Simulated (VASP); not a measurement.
Write the native input for VASP 6.6.1 that does the following.

```
Task                    : single point
Functional              : PBEsol
Dispersion              : D3(BJ)
Potentials or basis     : VASP PAW PBE potentials, release 64 (Ru_pv)
Cutoff                  : 400 eV
k mesh                  : 12 × 12 × 12
Occupations             : fermi-dirac, width 0.05 eV
Spin                    : non-collinear spin, zero start, spin-orbit coupling
Starting moments        : [[0.0, 0.0, 0.0]] μB
Dipole correction       : no
k mesh for the DOS      : 18 × 18 × 18
Occupations for the DOS : tetrahedron
Further INCAR settings  : ALGO = Normal; EDIFF = 1e-06; NBANDS = 25
```

The system is Ru.

```xyz
1
Lattice="0.0000 1.9150 1.9150 1.9150 0.0000 1.9150 1.9150 1.9150 0.0000" Properties=species:S:1:pos:R:3 pbc="T T T"
Ru    0.0000    0.0000    0.0000
```

This isn't the form of Ru at room conditions, which is hcp.

One way to write it, as run:

POSCAR

```
Ru
1.0
    0.0000000000      1.9150000000      1.9150000000
    1.9150000000      0.0000000000      1.9150000000
    1.9150000000      1.9150000000      0.0000000000
Ru
1
Direct
    0.0000000000      0.0000000000      0.0000000000
```

INCAR.step1

```
PREC = Accurate
ENCUT = 400
EDIFF = 1E-6
ISMEAR = -1
SIGMA = 0.05
LREAL = F
LASPH = T
NELM = 200
ALGO = Normal
ISIF = 2
LWAVE = F
LCHARG = T
MAGMOM = 0 0 0
LSORBIT = T
GGA_COMPAT = F
LORBMOM = T
LMAXMIX = 4
GGA = PS
IVDW = 12
NBANDS = 25
NEDOS = 2001
LORBIT = 11
```

KPOINTS.step1

```
regular mesh
0
Gamma
  12 12 12
```

INCAR.step2

```
PREC = Accurate
ENCUT = 400
EDIFF = 1E-6
ISMEAR = -5
SIGMA = 0.05
LREAL = F
LASPH = T
NELM = 200
ALGO = Normal
ISIF = 2
LWAVE = F
LCHARG = F
MAGMOM = 0 0 0
LORBIT = 11
LSORBIT = T
GGA_COMPAT = F
LORBMOM = T
LMAXMIX = 4
GGA = PS
IVDW = 12
NBANDS = 25
NEDOS = 1001
ICHARG = 11
```

KPOINTS.step2

```
regular mesh
0
Gamma
  18 18 18
```

Potentials or basis: VASP PAW PBE potentials, release 64 (Ru_pv).

Run with:

```console
$ cat potpaw_PBE.64/Ru_pv/POTCAR > POTCAR
$ cp INCAR.step1 INCAR
$ cp KPOINTS.step1 KPOINTS
$ mpirun -np 1 vasp_ncl > vasp.out
$ cp INCAR.step2 INCAR
$ cp KPOINTS.step2 KPOINTS
$ mpirun -np 1 vasp_ncl > vasp.out
```

Results of the run:

- Net moment: 0.00 μB per cell
- Valence electrons inside the program's atomic spheres: Ru 12.59
- Dispersion energy per atom: -0.574 eV

Caveat: three body term missing.

Wall time 36 s on 1 thread of Intel(R) Xeon(R) 6975P-C (Granite Rapids) (shared host), peak memory 0.2 GiB.
